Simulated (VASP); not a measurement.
Wanted: the native input for a VASP 6.6.1 run.

* Task: single point
* Functional: PBE
* Potentials or basis: VASP PAW PBE potentials, release 64 (C)
* Cutoff: 520 eV
* k mesh: 6 × 6 × 6
* Occupations: gaussian, width 0.1 eV
* Spin: collinear spin, ferromagnetic start
* Starting moments: [1.0, 1.0, 1.0] μB
* Dipole correction: no
* Further INCAR settings: ALGO = Normal; EDIFF = 1e-06; NBANDS = 17

The structure of C lies in POSCAR:

```
C
1.0
    2.6103571100      0.0000000000      0.0000000000
    0.0000000000      2.6103571100      0.0000000000
    0.0000000000      0.0000000000      2.6103571100
C
3
Direct
    0.5000000000      0.0000000000      0.0000000000
    0.0000000000      0.5000000000      0.0000000000
    0.0000000000      0.0000000000      0.5000000000
```

The input as run:

INCAR

```
SYSTEM = C
PREC = Accurate
ENCUT = 520
EDIFF = 1E-6
ISMEAR = 0
SIGMA = 0.1
LREAL = .FALSE.
LASPH = .TRUE.
NELM = 150
ALGO = Normal
ISIF = 2
LWAVE = .FALSE.
LCHARG = .FALSE.
ISPIN = 2
MAGMOM = 1 1 1
LORBIT = 11
GGA = PE
NBANDS = 17
```

KPOINTS

```
Automatic mesh
0
G
  6 6 6
  0 0 0
```

Potentials or basis: VASP PAW PBE potentials, release 64 (C).

The run is started by

```sh
$ cat potpaw_PBE.64/C/POTCAR > POTCAR
$ mpirun -np 1 vasp_std > vasp.out
```

Results of the run:

```json
{
  "Pressure": "8.4 GPa",
  "Band gap on the k mesh": "zero (filled and empty bands overlap)",
  "Net moment": "0.00 μB per cell",
  "Valence electrons inside the program's atomic spheres": "C 2.24"
}
```

Caveat: the k points lie up to 0.40 Å⁻¹ apart.

Wall time 8.8 s on 1 thread of Intel(R) Xeon(R) Platinum 8488C (Sapphire Rapids), with other jobs on the host, peak memory 0.12 GiB.
